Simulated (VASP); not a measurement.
# ZrB (Fm-3m) in VASP: notebook

The runs below take ZrB through single point, with LDA, PBE, PBEsol.

Everything below comes from runs of VASP 6.6.1. Logs are shortened: lines on timing, memory, paths and dates and some standing lists are left out, and cuts for length are marked.

## Step 1: The cell of the first run

Symmetry: Fm-3m, No. 225, cubic system. The conventional cell has a = 4.555 Å, b = 4.555 Å, c = 4.555 Å, α = 90.00°, β = 90.00°, γ = 90.00°. Zr (site symmetry m-3m) has 6 B at 2.28 Å within 3.0 Å. Within 3.0 Å of B (site symmetry m-3m) lie 6 Zr at 2.28 Å.

## Step 2: Single point, LDA

File INCAR:

```
ALGO = Normal
EDIFF = 1E-7
ENCUT = 520
GGA = CA
ISIF = 2
ISMEAR = -1
LASPH = T
LCHARG = F
LREAL = F
LWAVE = F
NBANDS = 14
NELM = 100
PREC = Accurate
SIGMA = 0.05
```

File KPOINTS:

```
k-points
0
Gamma
  10 10 10
```

File POSCAR:

```
ZrB
1.0
    0.0000000000      2.2775377028      2.2775377028
    2.2775377028      0.0000000000      2.2775377028
    2.2775377028      2.2775377028      0.0000000000
Zr B
1 1
Direct
    0.0000000000      0.0000000000      0.0000000000
    0.5000000000      0.5000000000      0.5000000000
```

Potentials or basis: VASP PAW LDA potentials, release 64 (Zr_sv, B).

On the command line:

```sh
> cat potpaw_LDA.64/Zr_sv/POTCAR potpaw_LDA.64/B/POTCAR > POTCAR
> mpirun -np 1 vasp_std > vasp.out
```

OUTCAR:

```text
EDIFF = 1E-7
   ENCUT = 520
   GGA = CA
   ISIF = 2
   ISMEAR = -1
   LASPH = T
   LREAL = F
   NELM = 100
   PREC = Accurate

 ion  position               nearest neighbor table
   1  0.000  0.000  0.000-   2 2.28   2 2.28   2 2.28   2 2.28   2 2.28   2 2.28
   2  0.500  0.500  0.500-   1 2.28   1 2.28   1 2.28   1 2.28   1 2.28   1 2.28

  LATTYP: Found a face centered cubic cell.
 ALAT       =     4.5550754056

  Lattice vectors:

 A1 = (   0.0000000000,   2.2775377028,   2.2775377028)
 A2 = (   2.2775377028,   0.0000000000,   2.2775377028)
 A3 = (   2.2775377028,   2.2775377028,   0.0000000000)

Analysis of symmetry for initial positions (statically):
=====================================================================
 Subroutine PRICEL returns:
 Original cell was already a primitive cell.

 Routine SETGRP: Setting up the symmetry group for a
 face centered cubic supercell.

 Subroutine GETGRP returns: Found 48 space group operations
 (whereof 48 operations were pure point group operations)
 out of a pool of 48 trial point group operations.

The static configuration has the point symmetry O_h .

Analysis of symmetry for dynamics (positions and initial velocities):
=====================================================================
 Subroutine PRICEL returns:
 Original cell was already a primitive cell.

 Routine SETGRP: Setting up the symmetry group for a
 face centered cubic supercell.

 Subroutine GETGRP returns: Found 48 space group operations
 (whereof 48 operations were pure point group operations)
 out of a pool of 48 trial point group operations.

The dynamic configuration has the point symmetry O_h .

 Subroutine INISYM returns: Found 48 space group operations
 (whereof 48 operations are pure point group operations),
 and found     1 'primitive' translations

----------------------------------------------------------------------------------------

                                     Primitive cell

  volume of cell :      23.6280

  direct lattice vectors                    reciprocal lattice vectors
     0.000000000  2.277537703  2.277537703    -0.219535334  0.219535334  0.219535334
     2.277537703  0.000000000  2.277537703     0.219535334 -0.219535334  0.219535334
     2.277537703  2.277537703  0.000000000     0.219535334  0.219535334 -0.219535334

  length of vectors
     3.220924708  3.220924708  3.220924708     0.380246352  0.380246352  0.380246352

  position of ions in fractional coordinates (direct lattice)
     0.000000000  0.000000000  0.000000000
     0.500000000  0.500000000  0.500000000

  ion indices of the primitive-cell ions
   primitive index   ion index
                 1           1
                 2           2

----------------------------------------------------------------------------------------

 KPOINTS: k-points

Automatic generation of k-mesh.
 Grid dimensions read from file:
 generate k-points for:   10   10   10

 Generating k-lattice:

  Cartesian coordinates                     Fractional coordinates (reciprocal lattice)
    -0.021953533  0.021953533  0.021953533     0.100000000  0.000000000  0.000000000
     0.021953533 -0.021953533  0.021953533     0.000000000  0.100000000  0.000000000
     0.021953533  0.021953533 -0.021953533     0.000000000  0.000000000  0.100000000

  Length of vectors
     0.038024635  0.038024635  0.038024635

  Shift w.r.t. Gamma in fractional coordinates (k-lattice)
     0.000000000  0.000000000  0.000000000

 Subroutine IBZKPT returns following result:
 ===========================================

 Found     47 irreducible k-points:

 Following reciprocal coordinates:
            Coordinates               Weight
  0.000000  0.000000  0.000000      1.000000
  0.100000  0.000000  0.000000      8.000000
  0.200000  0.000000  0.000000      8.000000
  0.300000  0.000000  0.000000      8.000000
  0.400000  0.000000  0.000000      8.000000
  0.500000  0.000000  0.000000      4.000000
[... 16 lines left out ...]
  0.300000  0.300000  0.000000      6.000000
  0.400000  0.300000  0.000000     24.000000
 [... further k-points ...]
   k-points           NKPTS =     47   k-points in BZ     NKDIM =     47   number of bands    NBANDS=     14
   number of dos      NEDOS =    301   number of ions     NIONS =      2
   total plane-waves  NPLWV =  13824
   dimension x,y,z NGX =    24 NGY =   24 NGZ =   24
   dimension x,y,z NGXF=    48 NGYF=   48 NGZF=   48
   ions per type =               1   1
   NGX,Y,Z   is equivalent  to a cutoff of  12.39, 12.39, 12.39 a.u.
   NGXF,Y,Z  is equivalent  to a cutoff of  24.77, 24.77, 24.77 a.u.
 SYSTEM =  unknown system
   PREC   = accura    normal or accurate (medium, high low for compatibility)
   ISTART =      0    job   : 0-new  1-cont  2-samecut
   ICHARG =      2    charge: 1-file 2-atom 10-const
   ISPIN  =      1    spin polarized calculation?
   LNONCOLLINEAR =      F non collinear calculations
   LSORBIT =      F    spin-orbit coupling
   LASPH  =      T    aspherical Exc in radial PAW
   ENCUT  =  520.0 eV  38.22 Ry    6.18 a.u.   5.99  5.99  5.99*2*pi/ulx,y,z
   NELM   =    100;   NELMIN=  2; NELMDL= -5     # of ELM steps
   EDIFF  = 0.1E-06   stopping-criterion for ELM
   LREAL  =      F    real-space projection
   EDIFFG = 0.1E-05   stopping-criterion for IOM
   NSW    =      0    number of steps for IOM
   IBRION =     -1    ionic relax: 0-MD 1-quasi-New 2-CG
   NFREE  =      0    steps in history (QN), initial steepest desc. (CG)
   ISIF   =      2    stress and relaxation
   ISYM   =      2    0-nonsym 1-usesym 2-fastsym
   POTIM  = 0.5000    time-step for ionic-motion
   TEBEG  =    0.0;   TEEND  =   0.0 temperature during run
   PSTRESS=    0.0 pullay stress
   NELECT =      15.0000    total number of electrons
   NUPDOWN=      -1.0000    fix difference up-down
   EMIN   =  10.00;   EMAX   =-10.00  energy-range for DOS
   EFERMI =   0.00;   METHOD = LEGACY
   ISMEAR =    -1;   SIGMA  =   0.05  broadening in eV -4-tet -1-fermi 0-gaus
   EFERMI_NEDOS =   21; number of points for ismear=-14 and -15
   IALGO  =     38    algorithm
   IMIX   =      4    mixing-type and parameters
     AMIX     =   0.40;   BMIX     =  1.00
     AMIX_MAG =   1.60;   BMIX_MAG =  1.00
  volume/ion in A,a.u.               =      11.81        79.72
  Fermi-wavevector in a.u.,A,eV,Ry     =   1.407007  2.658858 26.935038  1.979669
  Thomas-Fermi vector in A             =   2.529310
   LORBIT       =      0    0 simple, 1 ext, 2 COOP (PROOUT), +10 PAW based schemes
   GGA     = CA    functional components
   LHFCALC =     F    Hartree Fock is set to
   AEXX    =    0.0000 exact exchange contribution
   IVDW    =     0    specifies the selected vdW correction
   LEPSILON=     F    determine dielectric tensor
   LRPA    =     F    only Hartree local field effects (RPA)
 non-spin polarized calculation
  energy-cutoff  :      520.00
  volume of cell :       23.63
 maximum number of plane-waves:       648
   NGX = 11   NGY = 11   NGZ = 11

 number of electron      15.0000000 magnetization

 Free energy of the ion-electron system (eV)
  ---------------------------------------------------
  ext. energy  EPLUGINS =         0.00000000
  ---------------------------------------------------
  free energy    TOTEN  =       -16.97240468 eV

  energy without entropy =      -16.96511203  energy(sigma->0) =      -16.96875835

 E-fermi :   9.5810     XC(G=0): -12.6854

 val. band max:        9.4922189267   @ k =  -0.2000   0.1000   0.0000
 cond. band min:       9.6163421201   @ k =   0.5000   0.5000   0.0000
 fundamental gap:      0.1241231935
 Fermi energy:         9.5809513854

 k-point     1 :       0.0000    0.0000    0.0000
  band No.  band energies     occupation
      1     -36.6737      2.00000
      2     -14.4992      2.00000
      3     -14.4992      2.00000
      4     -14.4992      2.00000
      5       1.3020      2.00000
      6      11.5193      0.00000
      7      11.5193      0.00000
      8      11.5193      0.00000
      9      13.4987      0.00000
     10      13.4987      0.00000
     11      13.5345      0.00000
     12      13.5345      0.00000
     13      13.5345      0.00000
     14      20.9432      0.00000

 k-point     2 :       0.1000    0.0000    0.0000
  band No.  band energies     occupation
      1     -36.6585      2.00000
      2     -14.6236      2.00000
      3     -14.5104      2.00000
      4     -14.5104      2.00000
      5       1.5990      2.00000
      6      10.7345      0.00000
      7      11.2276      0.00000
      8      11.2276      0.00000
      9      12.2645      0.00000
     10      12.2645      0.00000
     11      13.9402      0.00000
     12      15.6376      0.00000
     13      15.6376      0.00000
     14      21.6597      0.00000

 k-point     3 :       0.2000    0.0000    0.0000
  band No.  band energies     occupation
      1     -36.6185      2.00000
      2     -14.9371      2.00000
      3     -14.5393      2.00000
      4     -14.5393      2.00000
      5       2.4028      2.00000
      6       9.3878      1.95882
      7       9.9596      0.00103
      8       9.9596      0.00103
      9      12.8041      0.00000
     10      12.8041      0.00000
     11      14.4621      0.00000
     12      18.0332      0.00000
     13      18.0332      0.00000
     14      23.2695      0.00000
[... 324 lines left out ...]
 k-point    23 :       0.3000    0.3000    0.0000
  band No.  band energies     occupation
      1     -36.5330      2.00000
      2     -15.2301      2.00000
      3     -14.7728      2.00000
      4     -14.7728      2.00000
      5       3.3780      2.00000
      6       7.7909      2.00000
      7       9.1165      1.99981
      8      11.4253      0.00000
      9      11.4253      0.00000
     10      14.6662      0.00000
     11      17.1322      0.00000
     12      17.1322      0.00000
     13      21.4753      0.00000
     14      26.2516      0.00000

 k-point    24 :       0.4000    0.3000    0.0000
  band No.  band energies     occupation
      1     -36.5004      2.00000
      2     -15.3822      2.00000
      3     -14.8540      2.00000
      4     -14.8153      2.00000
      5       3.5358      2.00000
      6       8.0160      2.00000
      7       8.7218      2.00000
      8      11.0640      0.00000
      9      11.9304      0.00000
     10      15.5940      0.00000
     11      17.2774      0.00000
     12      17.5359      0.00000
     13      22.1566      0.00000
     14      24.8366      0.00000

 [... further k-points ...]

------------------------ aborting loop because EDIFF is reached ----------------------------------------

  FORCE on cell =-STRESS in cart. coord.  units (eV):
  Direction    XX          YY          ZZ          XY          YZ          ZX
  --------------------------------------------------------------------------------------
  -------------------------------------------------------------------------------------
  Total        6.4778964      6.4778964      6.4778964      0.0000000     -0.0000000      0.0000000
  in kB      439.2561558    439.2561558    439.2561558      0.0000000     -0.0000000      0.0000000
  external PRESSURE =     439.2561558 kB  Pullay stress =       0.0000000 kB

 VOLUME and BASIS-vectors are now :
 -----------------------------------------------------------------------------
  energy-cutoff  :      520.00
  volume of cell :       23.63
      direct lattice vectors                 reciprocal lattice vectors
     0.000000000  2.277537703  2.277537703    -0.219535334  0.219535334  0.219535334
     2.277537703  0.000000000  2.277537703     0.219535334 -0.219535334  0.219535334
     2.277537703  2.277537703  0.000000000     0.219535334  0.219535334 -0.219535334

 POSITION                                       TOTAL-FORCE (eV/Angst)
 -----------------------------------------------------------------------------------
      0.00000      0.00000      0.00000         0.000000      0.000000     -0.000000
      2.27754      2.27754      2.27754         0.000000      0.000000      0.000000
 -----------------------------------------------------------------------------------
    total drift:                                0.000000     -0.000000     -0.000000

  FREE ENERGIE OF THE ION-ELECTRON SYSTEM (eV)
  ---------------------------------------------------
  free  energy   TOTEN  =       -16.9724046760 eV

  energy  without entropy=      -16.9651120338  energy(sigma->0) =      -16.96875835
```

It took 4.6 s on 1 thread of Intel Xeon 6975P-C (Granite Rapids), shared host; peak memory 0.13 GiB.

What came out:

```yaml
Free_energy: -16.9724 eV
Pressure: 43.9 GPa
```

[end of part 1 of 2]
